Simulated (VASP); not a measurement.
Set up this calculation in VASP 6.6.1, as the native input.

| Quantity | Value |
| --- | --- |
| Task | single point |
| Functional | PBE |
| Dispersion | D3(BJ) |
| Potentials or basis | VASP PAW PBE potentials, release 64 (C) |
| Cutoff | 520 eV |
| k mesh | 22 × 22 × 4 |
| Occupations | gaussian, width 0.15 eV |
| Spin | no spin polarisation |
| Dipole correction | no |
| Further INCAR settings | ALGO = Normal; EDIFF = 1e-06; NBANDS = 26 |

The structure of C lies in POSCAR:

```
C
1.0
   -1.2324898335     -2.1347350114      0.0000000000
    1.2324898335     -2.1347350114      0.0000000000
    0.0000000000      0.0000000000     14.9768657407
C
8
Direct
    1.0000000000      1.0000000000      0.7873198494
    1.0000000000      1.0000000000      0.3373970827
    0.0000000000      0.0000000000      0.1124356994
    0.0000000000      0.0000000000      0.5623584661
    0.6666666667      0.6666666667      0.7873198494
    0.6666666667      0.6666666667      0.3373970827
    0.3333333333      0.3333333333      0.1124356994
    0.3333333333      0.3333333333      0.5623584661
```

One way to write it, as run:

INCAR

```
PREC = Accurate
ENCUT = 520
EDIFF = 1E-6
ISMEAR = 0
SIGMA = 0.15
LREAL = F
LASPH = T
NELM = 100
ALGO = Normal
ISIF = 2
LWAVE = F
LCHARG = F
GGA = PE
IVDW = 12
NBANDS = 26
```

KPOINTS

```
regular mesh
0
Gamma
  22 22 4
```

Potentials or basis: VASP PAW PBE potentials, release 64 (C).

Run with:

```bash
$ cat potpaw_PBE.64/C/POTCAR > POTCAR
$ mpirun -np 1 vasp_std > vasp.out
```

Results of the run:

```
Pressure                   : 0.4 GPa
Largest force              : 0.026 eV/Å
Band gap on the k mesh     : 0.39 eV, direct
Dispersion energy per atom : -0.143 eV
```

It took 5.1 min on 1 thread of Oxide Virtual Turin-like Processor (shared host), peak memory 0.34 GiB.
